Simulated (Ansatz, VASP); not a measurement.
N: VASP beside Ansatz

Contents of INCAR:

```
PREC = Accurate
ENCUT = 520
EDIFF = 1E-7
ISMEAR = 0
SIGMA = 0.01
LREAL = F
LASPH = T
NELM = 60
ALGO = Normal
ISIF = 2
LWAVE = F
LCHARG = F
GGA = PE
NBANDS = 30
```

The input KPOINTS:

```
regular mesh
0
Gamma
  6 6 6
```

POSCAR

```
N
1.0
    5.4776473101      0.0000000000      0.0000000000
    0.0000000000      5.4776473101      0.0000000000
    0.0000000000      0.0000000000      5.4776473101
N
8
Direct
    0.0576093118      0.0576093118      0.0576093118
    0.4423906882      0.9423906882      0.5576093118
    0.5576093118      0.4423906882      0.9423906882
    0.9423906882      0.5576093118      0.4423906882
    0.9423906882      0.9423906882      0.9423906882
    0.5576093118      0.0576093118      0.4423906882
    0.4423906882      0.5576093118      0.0576093118
    0.0576093118      0.4423906882      0.5576093118
```

Input for Ansatz:

```yaml
crystal:
  lattice:
    - [5.4776473101, 0.0, 0.0]
    - [0.0, 5.4776473101, 0.0]
    - [0.0, 0.0, 5.4776473101]
  atoms:
    - { symbol: "N", position: [0.0576093118, 0.0576093118, 0.0576093118] }
    - { symbol: "N", position: [0.4423906882, 0.9423906882, 0.5576093118] }
    - { symbol: "N", position: [0.5576093118, 0.4423906882, 0.9423906882] }
    - { symbol: "N", position: [0.9423906882, 0.5576093118, 0.4423906882] }
    - { symbol: "N", position: [0.9423906882, 0.9423906882, 0.9423906882] }
    - { symbol: "N", position: [0.5576093118, 0.0576093118, 0.4423906882] }
    - { symbol: "N", position: [0.4423906882, 0.5576093118, 0.0576093118] }
    - { symbol: "N", position: [0.0576093118, 0.4423906882, 0.5576093118] }
kpoints:
  mp_grid: { grid: [6, 6, 6] }
  band_path:
    path:
      - [0.0, 0.0, 0.0]
      - [0.0, 0.5, 0.0]
      - [0.5, 0.5, 0.0]
      - [0.5, 0.5, 0.5]
      - [0.5, 0.0, 0.0]
      - [0.0, 0.0, 0.5]
    npoints: 1
hamiltonian:
  xc: pbe
scf:
  occupations: { method: fixed }
  n_extra_bands: 6
output:
  forces: true
  stress: true
  eigenvalues: true
```

Alike in both runs: task single point; functional PBE; k mesh 6 × 6 × 6; no spin polarisation.

```csv
,VASP,Ansatz
version,VASP 6.6.1,Ansatz 0.2.0
potentials or method,"VASP PAW PBE potentials, release 64 (N)","plane waves, PAW"
plane-wave cutoff (eV),520,420
occupations,"gaussian, width 0.01 eV",fixed
valence electrons in the cell,40,40
```

|  | VASP | Ansatz | Ansatz less VASP |
| --- | --- | --- | --- |
| gap on the k mesh at the Fermi level (eV) | 7.30 | 7.35 | +0.047 |
| pressure (GPa) | 5.2 | 2.7 | -2.50 |
| rms of the force components (eV/Å) | 1.800 | 0.669 | -1.1303 |

Atom by atom the forces differ by 1.130 eV/Å (rms over components). One of these differences is far larger than is usual between the two programs; its cause wasn't traced.

Noted on VASP's run: the standard files for N, O and F lose accuracy on very short bonds.
